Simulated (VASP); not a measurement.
Input of a VASP 6.6.1 run:

File INCAR:

```
SYSTEM = SnSe2
ALGO = Normal
EDIFF = 1E-6
ENCUT = 520
GGA = PE
ISIF = 2
ISMEAR = 0
IVDW = 12
LASPH = .TRUE.
LCHARG = .FALSE.
LREAL = .FALSE.
LWAVE = .FALSE.
NBANDS = 20
NELM = 100
PREC = Accurate
SIGMA = 0.03
```

File KPOINTS:

```
k-points
0
G
  12 12 6
  0 0 0
```

POSCAR

```
SnSe2
1.0
    4.0310010254      0.0000000000      0.0000000000
   -2.0155005127      3.4909492907      0.0000000000
    0.0000000000      0.0000000000      5.7110495550
Sn Se
1 2
Direct
    0.0000000000      0.0000000000      0.0000000000
    0.3333333333      0.6666666667      0.2651529960
    0.6666666667      0.3333333333      0.7348470040
```

Potentials or basis: VASP PAW PBE potentials, release 64 (Sn_d, Se).

Launch:

```sh
$ cat potpaw_PBE.64/Sn_d/POTCAR potpaw_PBE.64/Se/POTCAR > POTCAR
$ mpirun -np 1 vasp_std > vasp.out
```

Question: Predict the dispersion energy per atom.

Answer: -0.347 eV.

Question: What does it give for the band gap on the k mesh?

Answer: Zero (bands 13 and 14 overlap by 0.02 eV).

Forces on the atoms (eV/Å):
```
Sn   0.000  0.000  0.000
Se   0.000  0.000  0.165
Se   0.000  0.000 -0.165
```

Caveat: the cell differs from its parent crystal (strain +0.050 along x and y, -0.050 along z); semilocal functionals underestimate gaps, so a narrow gap can read as zero; spin-orbit coupling is left out, which moves the levels of the heavy elements.
